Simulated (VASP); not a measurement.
# CoSi (zincblende type) (F-43m) in VASP: single point with PBE

Aim: the single point of CoSi (zincblende type) with PBE.

Program: VASP 6.6.1. These are calculated values, not measurements. Logs are shortened: lines on timing, memory, paths and dates and some standing lists are left out, and cuts for length are marked.

### 1 The cell of the first run

The structure is cubic, space group F-43m (No. 216). The conventional cell has a = 4.821 Å, b = 4.821 Å, c = 4.821 Å, α = 90.00°, β = 90.00°, γ = 90.00°. Within 2.8 Å of Co (site symmetry -43m) lie 4 Si at 2.09 Å. Within 2.8 Å of Si (site symmetry -43m) lie 4 Co at 2.09 Å.

### 2 Single point, PBE, collinear spin, ferromagnetic start (14.00 Å³/atom)

File INCAR:

```
SYSTEM = CoSi
PREC     = Accurate       ! precision mode
ENCUT    = 520            ! plane-wave cutoff, eV
EDIFF    = 1E-6           ! SCF threshold, eV
ISMEAR   = -1             ! smearing method
SIGMA    = 0.08           ! smearing width, eV
LREAL    = .False.        ! projectors in reciprocal space
LASPH    = .True.         ! aspherical terms in the spheres
NELM     = 150            ! most SCF steps
ALGO     = Normal         ! electronic algorithm
ISIF     = 2              ! what is computed and relaxed
LWAVE    = .False.        ! write WAVECAR
LCHARG   = .False.        ! write CHGCAR
ISPIN    = 2              ! spin polarisation
MAGMOM   = 1.7 0          ! initial moments
LORBIT   = 11             ! projections on sites
LMAXMIX  = 4              ! l up to which the mixer works
GGA      = PE             ! functional
NBANDS   = 18             ! bands
```

File KPOINTS:

```
Automatic mesh
0
Gamma
  14 14 14
  0 0 0
```

File POSCAR:

```
CoSi
1.0
    0.0000000000      2.4102543242      2.4102543242
    2.4102543242      0.0000000000      2.4102543242
    2.4102543242      2.4102543242      0.0000000000
Co Si
1 1
Direct
    0.0000000000      0.0000000000      0.0000000000
    0.2500000000      0.2500000000      0.2500000000
```

Potentials or basis: VASP PAW PBE potentials, release 64 (Co, Si).

The run is started by

```sh
cat potpaw_PBE.64/Co/POTCAR potpaw_PBE.64/Si/POTCAR > POTCAR
mpirun -np 1 vasp_std > vasp.out
```

OUTCAR:

```text
SYSTEM = CoSi
   PREC = Accurate
   ENCUT = 520
   EDIFF = 1E-6
   ISMEAR = -1
   LREAL = .False.
   LASPH = .True.
   NELM = 150
   ISIF = 2
   ISPIN = 2
   LORBIT = 11
   GGA = PE

 ion  position               nearest neighbor table
   1  0.000  0.000  0.000-   2 2.09   2 2.09   2 2.09   2 2.09
   2  0.250  0.250  0.250-   1 2.09   1 2.09   1 2.09   1 2.09

  LATTYP: Found a face centered cubic cell.
 ALAT       =     4.8205086484

  Lattice vectors:

 A1 = (   0.0000000000,   2.4102543242,   2.4102543242)
 A2 = (   2.4102543242,   0.0000000000,   2.4102543242)
 A3 = (   2.4102543242,   2.4102543242,   0.0000000000)

Analysis of symmetry for initial positions (statically):
=====================================================================
 Subroutine PRICEL returns:
 Original cell was already a primitive cell.

 Routine SETGRP: Setting up the symmetry group for a
 face centered cubic supercell.

 Subroutine GETGRP returns: Found 24 space group operations
 (whereof 24 operations were pure point group operations)
 out of a pool of 48 trial point group operations.

The static configuration has the point symmetry T_d .

Analysis of symmetry for dynamics (positions and initial velocities):
=====================================================================
 Subroutine PRICEL returns:
 Original cell was already a primitive cell.

 Routine SETGRP: Setting up the symmetry group for a
 face centered cubic supercell.

 Subroutine GETGRP returns: Found 24 space group operations
 (whereof 24 operations were pure point group operations)
 out of a pool of 48 trial point group operations.

The dynamic configuration has the point symmetry T_d .

Analysis of structural, dynamic, and magnetic symmetry:
=====================================================================
 Subroutine PRICEL returns:
 Original cell was already a primitive cell.

 Routine SETGRP: Setting up the symmetry group for a
 face centered cubic supercell.

 Subroutine GETGRP returns: Found 24 space group operations
 (whereof 24 operations were pure point group operations)
 out of a pool of 48 trial point group operations.

The overall configuration has the point symmetry T_d .

 Subroutine INISYM returns: Found 24 space group operations
 (whereof 24 operations are pure point group operations),
 and found     1 'primitive' translations

----------------------------------------------------------------------------------------

                                     Primitive cell

  volume of cell :      28.0039

  direct lattice vectors                    reciprocal lattice vectors
     0.000000000  2.410254324  2.410254324    -0.207446988  0.207446988  0.207446988
     2.410254324  0.000000000  2.410254324     0.207446988 -0.207446988  0.207446988
     2.410254324  2.410254324  0.000000000     0.207446988  0.207446988 -0.207446988

  length of vectors
     3.408614354  3.408614354  3.408614354     0.359308723  0.359308723  0.359308723

  position of ions in fractional coordinates (direct lattice)
     0.000000000  0.000000000  0.000000000
     0.250000000  0.250000000  0.250000000

  ion indices of the primitive-cell ions
   primitive index   ion index
                 1           1
                 2           2

----------------------------------------------------------------------------------------

 KPOINTS: Automatic mesh

Automatic generation of k-mesh.
 Grid dimensions read from file:
 generate k-points for:   14   14   14

 Generating k-lattice:

  Cartesian coordinates                     Fractional coordinates (reciprocal lattice)
    -0.014817642  0.014817642  0.014817642     0.071428571  0.000000000  0.000000000
     0.014817642 -0.014817642  0.014817642     0.000000000  0.071428571  0.000000000
     0.014817642  0.014817642 -0.014817642     0.000000000  0.000000000  0.071428571

  Length of vectors
     0.025664909  0.025664909  0.025664909

  Shift w.r.t. Gamma in fractional coordinates (k-lattice)
     0.000000000  0.000000000  0.000000000

 Subroutine IBZKPT returns following result:
 ===========================================

 Found    104 irreducible k-points:

 Following reciprocal coordinates:
            Coordinates               Weight
  0.000000  0.000000  0.000000      1.000000
  0.071429  0.000000  0.000000      8.000000
  0.142857  0.000000  0.000000      8.000000
  0.214286  0.000000  0.000000      8.000000
  0.285714  0.000000  0.000000      8.000000
  0.357143  0.000000  0.000000      8.000000
[... 16 lines left out ...]
  0.214286  0.142857  0.000000     24.000000
  0.285714  0.142857  0.000000     24.000000
 [... further k-points ...]
   k-points           NKPTS =    104   k-points in BZ     NKDIM =    104   number of bands    NBANDS=     18
   number of dos      NEDOS =    301   number of ions     NIONS =      2
   total plane-waves  NPLWV =  21952
   dimension x,y,z NGX =    28 NGY =   28 NGZ =   28
   dimension x,y,z NGXF=    56 NGYF=   56 NGZF=   56
   ions per type =               1   1
   NGX,Y,Z   is equivalent  to a cutoff of  13.66, 13.66, 13.66 a.u.
   NGXF,Y,Z  is equivalent  to a cutoff of  27.31, 27.31, 27.31 a.u.
 SYSTEM =  CoSi
   PREC   = accura    normal or accurate (medium, high low for compatibility)
   ISTART =      0    job   : 0-new  1-cont  2-samecut
   ICHARG =      2    charge: 1-file 2-atom 10-const
   ISPIN  =      2    spin polarized calculation?
   LNONCOLLINEAR =      F non collinear calculations
   LSORBIT =      F    spin-orbit coupling
   LASPH  =      T    aspherical Exc in radial PAW
   ENCUT  =  520.0 eV  38.22 Ry    6.18 a.u.   6.34  6.34  6.34*2*pi/ulx,y,z
   NELM   =    150;   NELMIN=  2; NELMDL= -5     # of ELM steps
   EDIFF  = 0.1E-05   stopping-criterion for ELM
   LREAL  =      F    real-space projection
   EDIFFG = 0.1E-04   stopping-criterion for IOM
   NSW    =      0    number of steps for IOM
   IBRION =     -1    ionic relax: 0-MD 1-quasi-New 2-CG
   NFREE  =      0    steps in history (QN), initial steepest desc. (CG)
   ISIF   =      2    stress and relaxation
   ISYM   =      2    0-nonsym 1-usesym 2-fastsym
   POTIM  = 0.5000    time-step for ionic-motion
   TEBEG  =    0.0;   TEEND  =   0.0 temperature during run
   PSTRESS=    0.0 pullay stress
   NELECT =      13.0000    total number of electrons
   NUPDOWN=      -1.0000    fix difference up-down
   EMIN   =  10.00;   EMAX   =-10.00  energy-range for DOS
   EFERMI =   0.00;   METHOD = LEGACY
   ISMEAR =    -1;   SIGMA  =   0.08  broadening in eV -4-tet -1-fermi 0-gaus
   EFERMI_NEDOS =   21; number of points for ismear=-14 and -15
   IALGO  =     38    algorithm
   IMIX   =      4    mixing-type and parameters
     AMIX     =   0.40;   BMIX     =  1.00
     AMIX_MAG =   1.60;   BMIX_MAG =  1.00
  volume/ion in A,a.u.               =      14.00        94.49
  Fermi-wavevector in a.u.,A,eV,Ry     =   1.267602  2.395421 21.862059  1.606816
  Thomas-Fermi vector in A             =   2.400742
   LORBIT       =     11    0 simple, 1 ext, 2 COOP (PROOUT), +10 PAW based schemes
   GGA     = PE    functional components
   LHFCALC =     F    Hartree Fock is set to
   AEXX    =    0.0000 exact exchange contribution
   IVDW    =     0    specifies the selected vdW correction
   LEPSILON=     F    determine dielectric tensor
   LRPA    =     F    only Hartree local field effects (RPA)
 spin polarized calculation
  energy-cutoff  :      520.00
  volume of cell :       28.00
 maximum number of plane-waves:       769
 NGX is ok and might be reduce to    28
   NGX = 13   NGY = 13   NGZ = 13

 number of electron      13.0000004 magnetization      -0.0003022

 number of electron      13.0000004 magnetization       0.0004040

 Free energy of the ion-electron system (eV)
  ---------------------------------------------------
  ext. energy  EPLUGINS =         0.00000000
  ---------------------------------------------------
  free energy    TOTEN  =       -11.40842789 eV

  energy without entropy =      -11.39070541  energy(sigma->0) =      -11.39956665

 E-fermi :   7.8721     XC(G=0): -11.3028

 val. band max:        7.8177629010   @ k =  -0.3571   0.0714   0.0000
 cond. band min:       7.9082112146   @ k =   0.5000   0.4286   0.0714
 fundamental gap:      0.0904483136
 Fermi energy:         7.8721198347

 spin component 1

 k-point     1 :       0.0000    0.0000    0.0000
  band No.  band energies     occupation
      1      -2.9627      1.00000
      2       5.0930      1.00000
      3       5.0930      1.00000
      4       5.0930      1.00000
      5       6.5382      1.00000
      6       6.5382      1.00000
[... 10 lines left out ...]
     17      24.7951      0.00000
     18      24.7951      0.00000

 k-point     2 :       0.0714    0.0000    0.0000
  band No.  band energies     occupation
      1      -2.8705      1.00000
      2       5.0458      1.00000
      3       5.1161      1.00000
      4       5.1161      1.00000
      5       6.5278      1.00000
      6       6.5278      1.00000
[... 10 lines left out ...]
     17      25.2554      0.00000
     18      25.6090      0.00000

 k-point     3 :       0.1429    0.0000    0.0000
  band No.  band energies     occupation
      1      -2.5973      1.00000
      2       4.9058      1.00000
      3       5.1766      1.00000
      4       5.1766      1.00000
      5       6.5070      1.00000
      6       6.5070      1.00000
[... 412 lines left out ...]
 k-point    23 :       0.2143    0.1429    0.0000
  band No.  band energies     occupation
      1      -2.1481      1.00000
      2       4.7102      1.00000
      3       5.2858      1.00000
      4       5.2944      1.00000
      5       6.2553      1.00000
      6       6.6672      1.00000
[... 10 lines left out ...]
     17      26.8921      0.00000
     18      27.2900      0.00000

 k-point    24 :       0.2857    0.1429    0.0000
  band No.  band energies     occupation
      1      -1.6611      1.00000
      2       4.4943      1.00000
      3       5.3208      1.00000
      4       5.3717      1.00000
      5       6.2471      1.00000
      6       6.7106      1.00000
[... 10 lines left out ...]
     17      28.4749      0.00000
     18      29.2072      0.00000

 [... further k-points ...]

 spin component 2

 k-point     1 :       0.0000    0.0000    0.0000
  band No.  band energies     occupation
      1      -2.9629      1.00000
      2       5.0933      1.00000
      3       5.0933      1.00000
      4       5.0933      1.00000
      5       6.5383      1.00000
      6       6.5383      1.00000
[... 10 lines left out ...]
     17      24.7951      0.00000
     18      24.7951      0.00000

 k-point     2 :       0.0714    0.0000    0.0000
  band No.  band energies     occupation
      1      -2.8707      1.00000
      2       5.0461      1.00000
      3       5.1164      1.00000
      4       5.1164      1.00000
      5       6.5279      1.00000
      6       6.5279      1.00000
[... 10 lines left out ...]
     17      25.2554      0.00000
     18      25.6090      0.00000

 k-point     3 :       0.1429    0.0000    0.0000
  band No.  band energies     occupation
      1      -2.5974      1.00000
      2       4.9061      1.00000
      3       5.1769      1.00000
      4       5.1769      1.00000
      5       6.5071      1.00000
      6       6.5071      1.00000
[... 412 lines left out ...]
 k-point    23 :       0.2143    0.1429    0.0000
  band No.  band energies     occupation
      1      -2.1483      1.00000
      2       4.7104      1.00000
      3       5.2861      1.00000
      4       5.2947      1.00000
      5       6.2554      1.00000
      6       6.6673      1.00000
[... 10 lines left out ...]
     17      26.8920      0.00000
     18      27.2899      0.00000

 k-point    24 :       0.2857    0.1429    0.0000
  band No.  band energies     occupation
      1      -1.6613      1.00000
      2       4.4944      1.00000
      3       5.3210      1.00000
      4       5.3720      1.00000
      5       6.2472      1.00000
      6       6.7108      1.00000
[... 10 lines left out ...]
     17      28.4748      0.00000
     18      29.2071      0.00000

 [... further k-points ...]
[... 5 lines left out ...]
  --------------------------------------------------------------------------------------
  -------------------------------------------------------------------------------------
  Total        4.2938232      4.2938232      4.2938232      0.0000000      0.0000000      0.0000000
  in kB      245.6609535    245.6609535    245.6609535      0.0000000      0.0000000      0.0000000
  external PRESSURE =     245.6609535 kB  Pullay stress =       0.0000000 kB

 VOLUME and BASIS-vectors are now :
 -----------------------------------------------------------------------------
  energy-cutoff  :      520.00
  volume of cell :       28.00
      direct lattice vectors                 reciprocal lattice vectors
     0.000000000  2.410254324  2.410254324    -0.207446988  0.207446988  0.207446988
     2.410254324  0.000000000  2.410254324     0.207446988 -0.207446988  0.207446988
     2.410254324  2.410254324  0.000000000     0.207446988  0.207446988 -0.207446988

 POSITION                                       TOTAL-FORCE (eV/Angst)
 -----------------------------------------------------------------------------------
      0.00000      0.00000      0.00000         0.000000      0.000000      0.000000
      1.20513      1.20513      1.20513        -0.000000     -0.000000     -0.000000
 -----------------------------------------------------------------------------------
    total drift:                                0.000001      0.000001      0.000001

  FREE ENERGIE OF THE ION-ELECTRON SYSTEM (eV)
  ---------------------------------------------------
  free  energy   TOTEN  =       -11.4084278894 eV

  energy  without entropy=      -11.3907054119  energy(sigma->0) =      -11.39956665

 total charge

# of ion       s       p       d       tot
------------------------------------------
    1        0.604   0.479   7.706   8.789
    2        0.846   0.940   0.000   1.786
--------------------------------------------------
tot          1.450   1.420   7.706  10.575

 magnetization (x)

# of ion       s       p       d       tot
------------------------------------------
    1       -0.000  -0.000   0.000   0.000
    2       -0.000  -0.000   0.000  -0.000
--------------------------------------------------
tot         -0.000  -0.000   0.000   0.000
```

Run time: 3.1 min. Hardware: 1 thread of AMD EPYC 7R13, shared host; peak memory 0.2 GiB.

Results:

```
Free energy                                           : -11.4084 eV
Pressure                                              : 24.6 GPa
Net moment                                            : 0.00 μB per cell
Valence electrons inside the program's atomic spheres : Co 8.79; Si 1.79
```

Caveat: the cell stands under pressure; the moments typed at the start vanished in this run.
